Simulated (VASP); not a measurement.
# NaI (P6_3mc) in VASP: density of states with PBE

Aim: the density of states of NaI with PBE.

Everything below comes from runs of VASP 6.6.1. Logs are shortened: lines on timing, memory, paths and dates and some standing lists are left out, and cuts for length are marked.

**1. The cell of the first run**

It takes space group P6_3mc (No. 186, hexagonal). The conventional cell has a = 5.151 Å, b = 5.151 Å, c = 7.973 Å, α = 90.00°, β = 90.00°, γ = 120.00°. Within 4.1 Å of Na (site symmetry 3m) lie 4 I at 3.10 to 3.11 Å. Within 4.1 Å of I (site symmetry 3m) lie 4 Na at 3.10 to 3.11 Å.

**2. Density of states, PBE**

Input file POSCAR:

```
NaI
1.0
    5.1507519752      0.0000000000      0.0000000000
   -2.5753759876      4.4606820591      0.0000000000
    0.0000000000      0.0000000000      7.9732331536
Na I
2 2
Direct
    0.3333333333      0.6666666667      0.3816083214
    0.6666666667      0.3333333333      0.8816083214
    0.3333333333      0.6666666667     -0.0084733914
    0.6666666667      0.3333333333      0.4915266086
```

Input file INCAR.step1:

```
SYSTEM = NaI
PREC = Accurate
ENCUT = 520
EDIFF = 1E-6
ISMEAR = 0
SIGMA = 0.02
LREAL = .FALSE.
LASPH = .TRUE.
NELM = 100
ALGO = Normal
ISIF = 2
LWAVE = .FALSE.
LCHARG = .TRUE.
GGA = PE
NBANDS = 22
```

Input file KPOINTS.step1:

```
Automatic mesh
0
G
  6 6 4
  0 0 0
```

Input file INCAR.step2:

```
SYSTEM = NaI
PREC = Accurate
ENCUT = 520
EDIFF = 1E-6
ISMEAR = -5
SIGMA = 0.02
LREAL = .FALSE.
LASPH = .TRUE.
NELM = 100
ALGO = Normal
ISIF = 2
LWAVE = .FALSE.
LCHARG = .FALSE.
GGA = PE
LORBIT = 10
NBANDS = 22
NEDOS = 1001
ICHARG = 11
```

Input file KPOINTS.step2:

```
Automatic mesh
0
G
  9 9 6
  0 0 0
```

Potentials or basis: VASP PAW PBE potentials, release 64 (Na_pv, I).

Run with:

```
cat potpaw_PBE.64/Na_pv/POTCAR potpaw_PBE.64/I/POTCAR > POTCAR
cp INCAR.step1 INCAR
cp KPOINTS.step1 KPOINTS
mpirun -np 1 vasp_std > vasp.out
cp INCAR.step2 INCAR
cp KPOINTS.step2 KPOINTS
mpirun -np 1 vasp_std > vasp.out
```

OUTCAR:

```text
SYSTEM = NaI
   PREC = Accurate
   ENCUT = 520
   EDIFF = 1E-6
   ISMEAR = -5
   LREAL = .FALSE.
   LASPH = .TRUE.
   NELM = 100
   ISIF = 2
   GGA = PE
   LORBIT = 10
   ICHARG = 11

 ion  position               nearest neighbor table
   1  0.333  0.667  0.382-   4 3.10   4 3.10   4 3.10   3 3.11
   2  0.667  0.333  0.882-   3 3.10   3 3.10   3 3.10   4 3.11
   3  0.333  0.667  0.992-   2 3.10   2 3.10   2 3.10   1 3.11
   4  0.667  0.333  0.492-   1 3.10   1 3.10   1 3.10   2 3.11

  LATTYP: Found a hexagonal cell.
 ALAT       =     5.1507519752
 C/A-ratio  =     1.5479745855

  Lattice vectors:

 A1 = (   5.1507519752,   0.0000000000,   0.0000000000)
 A2 = (  -2.5753759876,   4.4606820591,   0.0000000000)
 A3 = (   0.0000000000,   0.0000000000,   7.9732331536)

Analysis of symmetry for initial positions (statically):
=====================================================================
 Subroutine PRICEL returns:
 Original cell was already a primitive cell.

 Routine SETGRP: Setting up the symmetry group for a
 hexagonal supercell.

 Subroutine GETGRP returns: Found 12 space group operations
 (whereof  6 operations were pure point group operations)
 out of a pool of 24 trial point group operations.

The static configuration has the point symmetry C_3v.
 The point group associated with its full space group is C_6v.

Analysis of symmetry for dynamics (positions and initial velocities):
=====================================================================
 Subroutine PRICEL returns:
 Original cell was already a primitive cell.

 Routine SETGRP: Setting up the symmetry group for a
 hexagonal supercell.

 Subroutine GETGRP returns: Found 12 space group operations
 (whereof  6 operations were pure point group operations)
 out of a pool of 24 trial point group operations.

The dynamic configuration has the point symmetry C_3v.
 The point group associated with its full space group is C_6v.

 Subroutine INISYM returns: Found 12 space group operations
 (whereof  6 operations are pure point group operations),
 and found     1 'primitive' translations

----------------------------------------------------------------------------------------

                                     Primitive cell

  volume of cell :     183.1919

  direct lattice vectors                    reciprocal lattice vectors
     5.150751975  0.000000000  0.000000000     0.194146409  0.112090482  0.000000000
    -2.575375988  4.460682059  0.000000000     0.000000000  0.224180963  0.000000000
     0.000000000  0.000000000  7.973233154     0.000000000  0.000000000  0.125419636

  length of vectors
     5.150751975  5.150751975  7.973233154     0.224180963  0.224180963  0.125419636

  position of ions in fractional coordinates (direct lattice)
     0.333333333  0.666666667  0.381608321
     0.666666667  0.333333333  0.881608321
     0.333333333  0.666666667  0.991526609
     0.666666667  0.333333333  0.491526609

  ion indices of the primitive-cell ions
   primitive index   ion index
                 1           1
                 2           2
                 3           3
                 4           4

----------------------------------------------------------------------------------------

 KPOINTS: Automatic mesh

Automatic generation of k-mesh.
 Grid dimensions read from file:
 generate k-points for:    9    9    6

 Generating k-lattice:

  Cartesian coordinates                     Fractional coordinates (reciprocal lattice)
     0.021571823  0.012454498  0.000000000     0.111111111  0.000000000  0.000000000
     0.000000000  0.024908996  0.000000000     0.000000000  0.111111111  0.000000000
     0.000000000  0.000000000  0.020903273     0.000000000  0.000000000  0.166666667

  Length of vectors
     0.024908996  0.024908996  0.020903273

  Shift w.r.t. Gamma in fractional coordinates (k-lattice)
     0.000000000  0.000000000  0.000000000

 TETIRR: Found    492 inequivalent tetrahedra from     2916

 Subroutine IBZKPT returns following result:
 ===========================================

 Found     48 irreducible k-points:

 Following reciprocal coordinates:
            Coordinates               Weight
  0.000000  0.000000  0.000000      1.000000
  0.111111  0.000000  0.000000      6.000000
  0.222222 -0.000000  0.000000      6.000000
  0.333333 -0.000000  0.000000      6.000000
  0.444444 -0.000000  0.000000      6.000000
  0.111111  0.111111  0.000000      6.000000
[... 16 lines left out ...]
  0.333333  0.222222  0.166667     24.000000
  0.333333  0.333333  0.166667      4.000000
 [... further k-points ...]
   k-points           NKPTS =     48   k-points in BZ     NKDIM =     48   number of bands    NBANDS=     22
   number of dos      NEDOS =   1001   number of ions     NIONS =      4
   total plane-waves  NPLWV =  96000
   dimension x,y,z NGX =    40 NGY =   40 NGZ =   60
   dimension x,y,z NGXF=    80 NGYF=   80 NGZF=  120
   ions per type =               2   2
   NGX,Y,Z   is equivalent  to a cutoff of  12.91, 12.91, 12.51 a.u.
   NGXF,Y,Z  is equivalent  to a cutoff of  25.82, 25.82, 25.02 a.u.
 SYSTEM =  NaI
   PREC   = accura    normal or accurate (medium, high low for compatibility)
   ISTART =      0    job   : 0-new  1-cont  2-samecut
   ICHARG =     11    charge: 1-file 2-atom 10-const
   ISPIN  =      1    spin polarized calculation?
   LNONCOLLINEAR =      F non collinear calculations
   LSORBIT =      F    spin-orbit coupling
   LASPH  =      T    aspherical Exc in radial PAW
   ENCUT  =  520.0 eV  38.22 Ry    6.18 a.u.   9.58  9.58 14.82*2*pi/ulx,y,z
   NELM   =    100;   NELMIN=  2; NELMDL=  0     # of ELM steps
   EDIFF  = 0.1E-05   stopping-criterion for ELM
   LREAL  =      F    real-space projection
   EDIFFG = 0.1E-04   stopping-criterion for IOM
   NSW    =      0    number of steps for IOM
   IBRION =     -1    ionic relax: 0-MD 1-quasi-New 2-CG
   NFREE  =      0    steps in history (QN), initial steepest desc. (CG)
   ISIF   =      2    stress and relaxation
   ISYM   =      2    0-nonsym 1-usesym 2-fastsym
   POTIM  = 0.5000    time-step for ionic-motion
   TEBEG  =    0.0;   TEEND  =   0.0 temperature during run
   PSTRESS=    0.0 pullay stress
   NELECT =      28.0000    total number of electrons
   NUPDOWN=      -1.0000    fix difference up-down
   EMIN   =  10.00;   EMAX   =-10.00  energy-range for DOS
   EFERMI =   0.00;   METHOD = LEGACY
   ISMEAR =    -5;   SIGMA  =   0.02  broadening in eV -4-tet -1-fermi 0-gaus
   EFERMI_NEDOS =   21; number of points for ismear=-14 and -15
   IALGO  =     38    algorithm
   IMIX   =      4    mixing-type and parameters
     AMIX     =   0.40;   BMIX     =  1.00
     AMIX_MAG =   1.60;   BMIX_MAG =  1.00
  volume/ion in A,a.u.               =      45.80       309.06
  Fermi-wavevector in a.u.,A,eV,Ry     =   0.875304  1.654084 10.424191  0.766156
  Thomas-Fermi vector in A             =   1.994956
   LORBIT       =     10    0 simple, 1 ext, 2 COOP (PROOUT), +10 PAW based schemes
   GGA     = PE    functional components
   LHFCALC =     F    Hartree Fock is set to
   AEXX    =    0.0000 exact exchange contribution
   IVDW    =     0    specifies the selected vdW correction
   LEPSILON=     F    determine dielectric tensor
   LRPA    =     F    only Hartree local field effects (RPA)
 non-spin polarized calculation
 Fermi weights with tetrahedron method with Bloechl corrections
  energy-cutoff  :      520.00
  volume of cell :      183.19
 maximum number of plane-waves:      4962
 NGX is ok and might be reduce to    40

 number of electron      28.0000005 magnetization

 Free energy of the ion-electron system (eV)
  ---------------------------------------------------
  ext. energy  EPLUGINS =         0.00000000
  ---------------------------------------------------
  free energy    TOTEN  =       -10.60461661 eV

  energy without entropy =      -10.60461661  energy(sigma->0) =      -10.60461661

 E-fermi :  -1.1245     XC(G=0):  -6.3579

 val. band max:       -1.1546042340   @ k =   0.0000   0.0000   0.0000
 cond. band min:       2.5426708744   @ k =   0.0000   0.0000   0.0000
 fundamental gap:      3.6972751084
 Fermi energy:        -1.1245075176

 k-point     1 :       0.0000    0.0000    0.0000
  band No.  band energies     occupation
      1     -23.3992      2.00000
      2     -23.3969      2.00000
      3     -23.3946      2.00000
      4     -23.3946      2.00000
      5     -23.3943      2.00000
      6     -23.3943      2.00000
[... 14 lines left out ...]
     21       6.9309      0.00000
     22       6.9558      0.00000

 k-point     2 :       0.1111    0.0000    0.0000
  band No.  band energies     occupation
      1     -23.3991      2.00000
      2     -23.3970      2.00000
      3     -23.3948      2.00000
      4     -23.3947      2.00000
      5     -23.3945      2.00000
      6     -23.3943      2.00000
[... 14 lines left out ...]
     21       7.0686      0.00000
     22       7.0829      0.00000

 k-point     3 :       0.2222   -0.0000    0.0000
  band No.  band energies     occupation
      1     -23.3989      2.00000
      2     -23.3971      2.00000
      3     -23.3952      2.00000
      4     -23.3949      2.00000
      5     -23.3948      2.00000
      6     -23.3944      2.00000
[... 14 lines left out ...]
     21       6.8587      0.00000
     22       7.0771      0.00000

 k-point     4 :       0.3333   -0.0000    0.0000
  band No.  band energies     occupation
      1     -23.3987      2.00000
      2     -23.3973      2.00000
      3     -23.3957      2.00000
      4     -23.3955      2.00000
      5     -23.3949      2.00000
      6     -23.3945      2.00000
[... 14 lines left out ...]
     21       6.7459      0.00000
     22       7.8219      0.00000

 k-point     5 :       0.4444   -0.0000    0.0000
  band No.  band energies     occupation
      1     -23.3984      2.00000
      2     -23.3975      2.00000
      3     -23.3960      2.00000
      4     -23.3958      2.00000
      5     -23.3950      2.00000
      6     -23.3945      2.00000
[... 14 lines left out ...]
     21       7.0353      0.00000
     22       8.5067      0.00000

 k-point     6 :       0.1111    0.1111    0.0000
  band No.  band energies     occupation
      1     -23.3990      2.00000
      2     -23.3970      2.00000
      3     -23.3951      2.00000
      4     -23.3948      2.00000
      5     -23.3947      2.00000
      6     -23.3944      2.00000
[... 14 lines left out ...]
     21       6.8478      0.00000
     22       7.1634      0.00000

 k-point     7 :       0.2222    0.1111    0.0000
  band No.  band energies     occupation
      1     -23.3987      2.00000
      2     -23.3972      2.00000
      3     -23.3955      2.00000
      4     -23.3953      2.00000
      5     -23.3949      2.00000
      6     -23.3945      2.00000
[... 324 lines left out ...]
      6     -23.3946      2.00000
[... 14 lines left out ...]
     21       6.8478      0.00000
     22       7.9301      0.00000

 k-point    21 :       0.4444    0.1111    0.1667
  band No.  band energies     occupation
      1     -23.3983      2.00000
      2     -23.3977      2.00000
      3     -23.3959      2.00000
      4     -23.3958      2.00000
      5     -23.3950      2.00000
      6     -23.3946      2.00000
[... 14 lines left out ...]
     21       7.0359      0.00000
     22       8.3552      0.00000

 k-point    22 :       0.2222    0.2222    0.1667
  band No.  band energies     occupation
      1     -23.3985      2.00000
      2     -23.3976      2.00000
      3     -23.3957      2.00000
      4     -23.3956      2.00000
      5     -23.3950      2.00000
      6     -23.3947      2.00000
[... 14 lines left out ...]
     21       6.7098      0.00000
     22       7.8635      0.00000

 k-point    23 :       0.3333    0.2222    0.1667
  band No.  band energies     occupation
      1     -23.3982      2.00000
      2     -23.3978      2.00000
      3     -23.3958      2.00000
      4     -23.3957      2.00000
      5     -23.3952      2.00000
      6     -23.3948      2.00000
[... 14 lines left out ...]
     21       6.9718      0.00000
     22       8.0298      0.00000

 k-point    24 :       0.3333    0.3333    0.1667
  band No.  band energies     occupation
      1     -23.3980      2.00000
      2     -23.3980      2.00000
      3     -23.3958      2.00000
      4     -23.3958      2.00000
      5     -23.3953      2.00000
      6     -23.3948      2.00000
[... 14 lines left out ...]
     21       7.1844      0.00000
     22       7.8407      0.00000

 [... further k-points ...]
[... 5 lines left out ...]
  --------------------------------------------------------------------------------------
  -------------------------------------------------------------------------------------
  Total        0.0122939      0.0122939      0.0118657     -0.0000000     -0.0000000      0.0000000
  in kB        0.1075213      0.1075213      0.1037760     -0.0000000     -0.0000000      0.0000000
  external PRESSURE =       0.1062729 kB  Pullay stress =       0.0000000 kB

 VOLUME and BASIS-vectors are now :
 -----------------------------------------------------------------------------
  energy-cutoff  :      520.00
  volume of cell :      183.19
      direct lattice vectors                 reciprocal lattice vectors
     5.150751975  0.000000000  0.000000000     0.194146409  0.112090482  0.000000000
    -2.575375988  4.460682059  0.000000000     0.000000000  0.224180963  0.000000000
     0.000000000  0.000000000  7.973233154     0.000000000  0.000000000  0.125419636

 POSITION                                       TOTAL-FORCE (eV/Angst)
 -----------------------------------------------------------------------------------
     -0.00000      2.97379      3.04265         0.000000     -0.000000      0.000399
      2.57538      1.48689      7.02927        -0.000000      0.000000      0.000399
     -0.00000      2.97379      7.90567         0.000000      0.000000     -0.000399
      2.57538      1.48689      3.91906         0.000000      0.000000     -0.000399
 -----------------------------------------------------------------------------------
    total drift:                                0.000000      0.000000      0.000831

  FREE ENERGIE OF THE ION-ELECTRON SYSTEM (eV)
  ---------------------------------------------------
  free  energy   TOTEN  =       -10.6046166051 eV

  energy  without entropy=      -10.6046166051  energy(sigma->0) =      -10.60461661

 total charge

# of ion       s       p       d       tot
------------------------------------------
    1        0.048   5.973   0.000   6.021
    2        0.048   5.973   0.000   6.021
    3        1.491   2.855   0.001   4.347
    4        1.491   2.855   0.001   4.347
--------------------------------------------------
tot          3.078  17.656   0.002  20.737
```

It took 4.7 min on 1 thread of AMD EPYC 7R43 (Zen 3), shared host; peak memory 0.33 GiB.

What came out:

- Valence electrons inside the program's atomic spheres: Na 6.02; I 4.35

Caveat: spin-orbit coupling is left out, which moves the levels of the heavy elements.
